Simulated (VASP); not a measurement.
# EuS (Fm-3m) in VASP: further runs

Aim: see how the results for EuS move with the level of theory and the settings. Levels: RPBE+D3(BJ), PBE, LDA. Tasks: single point.

All numbers are computed with VASP 6.6.1; they aren't measurements. Logs are shortened: lines on timing, memory, paths and dates and some standing lists are left out, and cuts for length are marked.

**What was measured.**

From “Crystal-field mediated electronic transitions of EuS up to 35 GPa”, 2022, pmc:8786971, for a powder of EuS at 300 K: band gap 1.72 eV (optical).

How close the calculation comes is told below.

## 1. The cell of the first run

The structure is cubic, space group Fm-3m (No. 225). The conventional cell has a = 5.344 Å, b = 5.344 Å, c = 5.344 Å, α = 90.00°, β = 90.00°, γ = 90.00°. Within 3.5 Å of Eu (site symmetry m-3m) lie 6 S at 2.67 Å. S (site symmetry m-3m) has 6 Eu at 2.67 Å within 3.5 Å.

## 2. Single point, RPBE+D3(BJ), collinear spin, ferromagnetic start

Input file INCAR:

```
SYSTEM = EuS
PREC = Accurate
ENCUT = 600
EDIFF = 1E-6
ISMEAR = -1
SIGMA = 0.05
LREAL = .FALSE.
LASPH = .TRUE.
NELM = 200
ALGO = Normal
ISIF = 2
LWAVE = .FALSE.
LCHARG = .FALSE.
ISPIN = 2
MAGMOM = 7 0
LORBIT = 11
LMAXMIX = 6
GGA = RP
IVDW = 12
NBANDS = 22
GGA_COMPAT = .FALSE.
```

Input file KPOINTS:

```
regular mesh
0
G
  8 8 8
  0 0 0
```

Input file POSCAR:

```
EuS
1.0
    0.0000000000      2.6718579609      2.6718579609
    2.6718579609      0.0000000000      2.6718579609
    2.6718579609      2.6718579609      0.0000000000
Eu S
1 1
Direct
    0.0000000000      0.0000000000      0.0000000000
    0.5000000000      0.5000000000      0.5000000000
```

Potentials or basis: VASP PAW PBE potentials, release 64 (Eu, S).

Command:

```bash
cat potpaw_PBE.64/Eu/POTCAR potpaw_PBE.64/S/POTCAR > POTCAR
mpirun -np 1 vasp_std > vasp.out
```

OUTCAR:

```text
SYSTEM = EuS
   PREC = Accurate
   ENCUT = 600
   EDIFF = 1E-6
   ISMEAR = -1
   LREAL = .FALSE.
   LASPH = .TRUE.
   NELM = 200
   ISIF = 2
   ISPIN = 2
   LORBIT = 11
   GGA = RP
   IVDW = 12
 IVDW          = 12

 ion  position               nearest neighbor table
   1  0.000  0.000  0.000-   2 2.67   2 2.67   2 2.67   2 2.67   2 2.67   2 2.67
   2  0.500  0.500  0.500-   1 2.67   1 2.67   1 2.67   1 2.67   1 2.67   1 2.67

  LATTYP: Found a face centered cubic cell.
 ALAT       =     5.3437159218

  Lattice vectors:

 A1 = (   0.0000000000,   2.6718579609,   2.6718579609)
 A2 = (   2.6718579609,   0.0000000000,   2.6718579609)
 A3 = (   2.6718579609,   2.6718579609,   0.0000000000)

Analysis of symmetry for initial positions (statically):
=====================================================================
 Subroutine PRICEL returns:
 Original cell was already a primitive cell.

 Routine SETGRP: Setting up the symmetry group for a
 face centered cubic supercell.

 Subroutine GETGRP returns: Found 48 space group operations
 (whereof 48 operations were pure point group operations)
 out of a pool of 48 trial point group operations.

The static configuration has the point symmetry O_h .

Analysis of symmetry for dynamics (positions and initial velocities):
=====================================================================
 Subroutine PRICEL returns:
 Original cell was already a primitive cell.

 Routine SETGRP: Setting up the symmetry group for a
 face centered cubic supercell.

 Subroutine GETGRP returns: Found 48 space group operations
 (whereof 48 operations were pure point group operations)
 out of a pool of 48 trial point group operations.

The dynamic configuration has the point symmetry O_h .

Analysis of structural, dynamic, and magnetic symmetry:
=====================================================================
 Subroutine PRICEL returns:
 Original cell was already a primitive cell.

 Routine SETGRP: Setting up the symmetry group for a
 face centered cubic supercell.

 Subroutine GETGRP returns: Found 48 space group operations
 (whereof 48 operations were pure point group operations)
 out of a pool of 48 trial point group operations.

The overall configuration has the point symmetry O_h .

 Subroutine INISYM returns: Found 48 space group operations
 (whereof 48 operations are pure point group operations),
 and found     1 'primitive' translations

----------------------------------------------------------------------------------------

                                     Primitive cell

  volume of cell :      38.1479

  direct lattice vectors                    reciprocal lattice vectors
     0.000000000  2.671857961  2.671857961    -0.187135696  0.187135696  0.187135696
     2.671857961  0.000000000  2.671857961     0.187135696 -0.187135696  0.187135696
     2.671857961  2.671857961  0.000000000     0.187135696  0.187135696 -0.187135696

  length of vectors
     3.778577765  3.778577765  3.778577765     0.324128534  0.324128534  0.324128534

  position of ions in fractional coordinates (direct lattice)
     0.000000000  0.000000000  0.000000000
     0.500000000  0.500000000  0.500000000

  ion indices of the primitive-cell ions
   primitive index   ion index
                 1           1
                 2           2

----------------------------------------------------------------------------------------

 KPOINTS: regular mesh

Automatic generation of k-mesh.
 Grid dimensions read from file:
 generate k-points for:    8    8    8

 Generating k-lattice:

  Cartesian coordinates                     Fractional coordinates (reciprocal lattice)
    -0.023391962  0.023391962  0.023391962     0.125000000  0.000000000  0.000000000
     0.023391962 -0.023391962  0.023391962     0.000000000  0.125000000  0.000000000
     0.023391962  0.023391962 -0.023391962     0.000000000  0.000000000  0.125000000

  Length of vectors
     0.040516067  0.040516067  0.040516067

  Shift w.r.t. Gamma in fractional coordinates (k-lattice)
     0.000000000  0.000000000  0.000000000

 Subroutine IBZKPT returns following result:
 ===========================================

 Found     29 irreducible k-points:

 Following reciprocal coordinates:
            Coordinates               Weight
  0.000000  0.000000  0.000000      1.000000
  0.125000  0.000000  0.000000      8.000000
  0.250000  0.000000  0.000000      8.000000
  0.375000  0.000000  0.000000      8.000000
  0.500000  0.000000  0.000000      4.000000
  0.125000  0.125000  0.000000      6.000000
[... 16 lines left out ...]
  0.500000  0.250000  0.125000     48.000000
 -0.375000  0.250000  0.125000     24.000000
 [... further k-points ...]
   k-points           NKPTS =     29   k-points in BZ     NKDIM =     29   number of bands    NBANDS=     22
   number of dos      NEDOS =    301   number of ions     NIONS =      2
   total plane-waves  NPLWV =  27000
   dimension x,y,z NGX =    30 NGY =   30 NGZ =   30
   dimension x,y,z NGXF=    60 NGYF=   60 NGZF=   60
   ions per type =               1   1
   NGX,Y,Z   is equivalent  to a cutoff of  13.20, 13.20, 13.20 a.u.
   NGXF,Y,Z  is equivalent  to a cutoff of  26.40, 26.40, 26.40 a.u.
 SYSTEM =  EuS
   PREC   = accura    normal or accurate (medium, high low for compatibility)
   ISTART =      0    job   : 0-new  1-cont  2-samecut
   ICHARG =      2    charge: 1-file 2-atom 10-const
   ISPIN  =      2    spin polarized calculation?
   LNONCOLLINEAR =      F non collinear calculations
   LSORBIT =      F    spin-orbit coupling
   LASPH  =      T    aspherical Exc in radial PAW
   ENCUT  =  600.0 eV  44.10 Ry    6.64 a.u.   7.55  7.55  7.55*2*pi/ulx,y,z
   NELM   =    200;   NELMIN=  2; NELMDL= -5     # of ELM steps
   EDIFF  = 0.1E-05   stopping-criterion for ELM
   LREAL  =      F    real-space projection
   EDIFFG = 0.1E-04   stopping-criterion for IOM
   NSW    =      0    number of steps for IOM
   IBRION =     -1    ionic relax: 0-MD 1-quasi-New 2-CG
   NFREE  =      0    steps in history (QN), initial steepest desc. (CG)
   ISIF   =      2    stress and relaxation
   ISYM   =      2    0-nonsym 1-usesym 2-fastsym
   POTIM  = 0.5000    time-step for ionic-motion
   TEBEG  =    0.0;   TEEND  =   0.0 temperature during run
   PSTRESS=    0.0 pullay stress
   NELECT =      23.0000    total number of electrons
   NUPDOWN=      -1.0000    fix difference up-down
   EMIN   =  10.00;   EMAX   =-10.00  energy-range for DOS
   EFERMI =   0.00;   METHOD = LEGACY
   ISMEAR =    -1;   SIGMA  =   0.05  broadening in eV -4-tet -1-fermi 0-gaus
   EFERMI_NEDOS =   21; number of points for ismear=-14 and -15
   IALGO  =     38    algorithm
   IMIX   =      4    mixing-type and parameters
     AMIX     =   0.40;   BMIX     =  1.00
     AMIX_MAG =   1.60;   BMIX_MAG =  1.00
  volume/ion in A,a.u.               =      19.07       128.72
  Fermi-wavevector in a.u.,A,eV,Ry     =   1.383017  2.613523 26.024341  1.912735
  Thomas-Fermi vector in A             =   2.507654
   LORBIT       =     11    0 simple, 1 ext, 2 COOP (PROOUT), +10 PAW based schemes
   GGA     = RP    functional components
   LHFCALC =     F    Hartree Fock is set to
   AEXX    =    0.0000 exact exchange contribution
   IVDW    =    12    specifies the selected vdW correction
   LEPSILON=     F    determine dielectric tensor
   LRPA    =     F    only Hartree local field effects (RPA)
 spin polarized calculation
  energy-cutoff  :      600.00
  volume of cell :       38.15
 maximum number of plane-waves:      1287
   NGX = 15   NGY = 15   NGZ = 15

 number of electron      23.0000006 magnetization       6.8084161

 Free energy of the ion-electron system (eV)
  ---------------------------------------------------
  ext. energy  EPLUGINS =         0.00000000
  ---------------------------------------------------
  free energy    TOTEN  =       -18.41263576 eV

  energy without entropy =      -18.40062428  energy(sigma->0) =      -18.40663002

 E-fermi :   6.5276     XC(G=0): -11.1733

 val. band max:        6.5255031536   @ k =   0.1250   0.0000   0.0000
 cond. band min:       6.5605510381   @ k =   0.3750   0.2500   0.0000
 fundamental gap:      0.0350478845
 Fermi energy:         6.5276263333

 spin component 1

 k-point     1 :       0.0000    0.0000    0.0000
  band No.  band energies     occupation
      1     -34.6582      1.00000
      2     -13.2087      1.00000
      3     -13.2087      1.00000
      4     -13.2087      1.00000
      5      -7.8126      1.00000
      6       3.5684      1.00000
[... 14 lines left out ...]
     21       9.6947      0.00000
     22      14.8112      0.00000
[... 552 lines left out ...]
  band No.  band energies     occupation
      1     -34.5839      1.00000
      2     -14.1246      1.00000
      3     -13.5119      1.00000
      4     -13.3634      1.00000
      5      -6.2537      1.00000
      6       0.9202      1.00000
[... 14 lines left out ...]
     21      14.6608      0.00000
     22      16.3745      0.00000

 [... further k-points ...]

 spin component 2

 k-point     1 :       0.0000    0.0000    0.0000
  band No.  band energies     occupation
      1     -31.6362      1.00000
      2     -11.0209      1.00000
      3     -11.0209      1.00000
      4     -11.0209      1.00000
      5      -7.7147      1.00000
      6       3.9647      1.00000
[... 14 lines left out ...]
     21      11.4447      0.00000
     22      16.2976      0.00000
[... 552 lines left out ...]
  band No.  band energies     occupation
      1     -31.5374      1.00000
      2     -12.3090      1.00000
      3     -11.3996      1.00000
      4     -11.2121      1.00000
      5      -5.9662      1.00000
      6       1.2996      1.00000
[... 14 lines left out ...]
     21      15.7172      0.00000
     22      17.0896      0.00000

 [... further k-points ...]

------------------------ aborting loop because EDIFF is reached ----------------------------------------

 Edisp (eV)   -5.67437

 E8    (eV) :    -4.0281

  FORCE on cell =-STRESS in cart. coord.  units (eV):
  Direction    XX          YY          ZZ          XY          YZ          ZX
  --------------------------------------------------------------------------------------
  -------------------------------------------------------------------------------------
  Total      -0.03656    -0.03656    -0.03656     0.00000     0.00000     0.00000
  in kB      -1.53534    -1.53534    -1.53534     0.00000     0.00000     0.00000
  external pressure =       -1.54 kB  Pullay stress =        0.00 kB

 VOLUME and BASIS-vectors are now :
 -----------------------------------------------------------------------------
  energy-cutoff  :      600.00
  volume of cell :       38.15
      direct lattice vectors                 reciprocal lattice vectors
     0.000000000  2.671857961  2.671857961    -0.187135696  0.187135696  0.187135696
     2.671857961  0.000000000  2.671857961     0.187135696 -0.187135696  0.187135696
     2.671857961  2.671857961  0.000000000     0.187135696  0.187135696 -0.187135696

 POSITION                                       TOTAL-FORCE (eV/Angst)
 -----------------------------------------------------------------------------------
      0.00000      0.00000      0.00000         0.000000      0.000000     -0.000000
      2.67186      2.67186      2.67186         0.000000     -0.000000      0.000000
 -----------------------------------------------------------------------------------
    total drift:                               -0.000000      0.000000      0.000000

  FREE ENERGIE OF THE ION-ELECTRON SYSTEM (eV)
  ---------------------------------------------------
  free  energy   TOTEN  =       -24.0870096591 eV

  energy  without entropy=      -24.0749981792  energy(sigma->0) =      -24.08100392

 total charge

# of ion       s       p       d       f       tot
--------------------------------------------------
    1        2.048   5.801   0.596   6.504  14.949
    2        1.333   2.547   0.000   0.000   3.880
--------------------------------------------------
tot          3.381   8.348   0.596   6.504  18.829

 magnetization (x)

# of ion       s       p       d       f       tot
--------------------------------------------------
    1       -0.013  -0.107   0.140   6.423   6.443
    2       -0.011  -0.086   0.000   0.000  -0.098
--------------------------------------------------
tot         -0.024  -0.193   0.140   6.423   6.345
```

Run time: 80 s. Hardware: 1 thread of Intel Xeon Platinum 8488C (Sapphire Rapids), shared host; peak memory 0.24 GiB.

What came out:

- Free energy: -24.0870 eV
- Pressure: -0.2 GPa
- Net moment: 6.81 μB per cell
- Site moments: Eu +6.44; S -0.10 μB
- Valence electrons inside the program's atomic spheres: Eu 14.95; S 3.88
- Dispersion energy per atom: -2.837 eV

Caveat: the PAW data sets were made with another functional, which shifts forces and pressure a little; spin-orbit coupling is left out, which moves the levels of the heavy elements; a cell with one magnetic atom can't hold antiferromagnetic order, which such compounds often take; semilocal functionals describe open f shells poorly, which spoils levels, moments and volumes. The state reached can hang on the start; a lower one may exist.

## 3. Single point, PBE, collinear spin, ferromagnetic start

This run uses another cell than the first one, of 26.42 Å³/atom.

Input file INCAR:

```
PREC = Accurate
ENCUT = 600
EDIFF = 1E-6
ISMEAR = -1
SIGMA = 0.05
LREAL = F
LASPH = T
NELM = 200
ALGO = Normal
ISIF = 2
LWAVE = F
LCHARG = F
ISPIN = 2
MAGMOM = 8.5 0
LORBIT = 11
LMAXMIX = 6
GGA = PE
NBANDS = 22
GGA_COMPAT = F
```

Input file KPOINTS:

```
Automatic mesh
0
Gamma
  8 8 8
```

Input file POSCAR:

```
EuS
1.0
    0.0000000000      2.9785000000      2.9785000000
    2.9785000000      0.0000000000      2.9785000000
    2.9785000000      2.9785000000      0.0000000000
Eu S
1 1
Direct
    0.0000000000      0.0000000000      0.0000000000
    0.5000000000      0.5000000000      0.5000000000
```

Potentials or basis: VASP PAW PBE potentials, release 64 (Eu, S).

Command:

```bash
cat potpaw_PBE.64/Eu/POTCAR potpaw_PBE.64/S/POTCAR > POTCAR
mpirun -np 1 vasp_std > vasp.out
```

Wall time 2.8 min (1 thread of Intel Xeon 8259CL, shared host); peak memory 0.29 GiB.

The run converged. Its results:

```
Free energy                                           : -19.9033 eV
Pressure                                              : -2.7 GPa
Band gap on the k mesh                                : zero (filled and empty bands overlap)
Net moment                                            : 6.98 μB per cell
Site moments                                          : Eu +6.59; S -0.07 μB
Valence electrons inside the program's atomic spheres : Eu 14.74; S 3.75
```

Levels at points of the mesh, in eV from the Fermi level:
Spin up:
```tsv
k point	band 11	band 12	band 13	band 14	band 15	band 16	band 17	band 18	band 19	band 20
(0.00, 0.00, 0.00)	-0.28	-0.28	0.03	0.03	0.03	0.77	1.05	1.05	1.05	1.91
(0.50, 0.00, 0.00)	-0.41	-0.32	-0.32	-0.29	-0.28	2.91	3.19	3.61	3.61	6.51
(0.50, 0.50, 0.00)	-0.35	-0.34	-0.34	-0.30	-0.11	-0.11	3.05	3.19	4.48	4.64
```
Spin down:
| k point | band 6 | band 7 | band 8 | band 9 | band 10 | band 11 |
| --- | --- | --- | --- | --- | --- | --- |
| (0.00, 0.00, 0.00) | -2.65 | -2.65 | -2.65 | 1.40 | 1.81 | 1.81 |
| (0.50, 0.00, 0.00) | -5.16 | -3.77 | -3.77 | 2.83 | 4.00 | 4.07 |
| (0.50, 0.50, 0.00) | -3.78 | -3.00 | -3.00 | -0.18 | 3.90 | 3.92 |

Caveat: spin-orbit coupling is left out, which moves the levels of the heavy elements; a cell with one magnetic atom can't hold antiferromagnetic order, which such compounds often take; semilocal functionals describe open f shells poorly, which spoils levels, moments and volumes.

(Continued in part 2 of 2.)
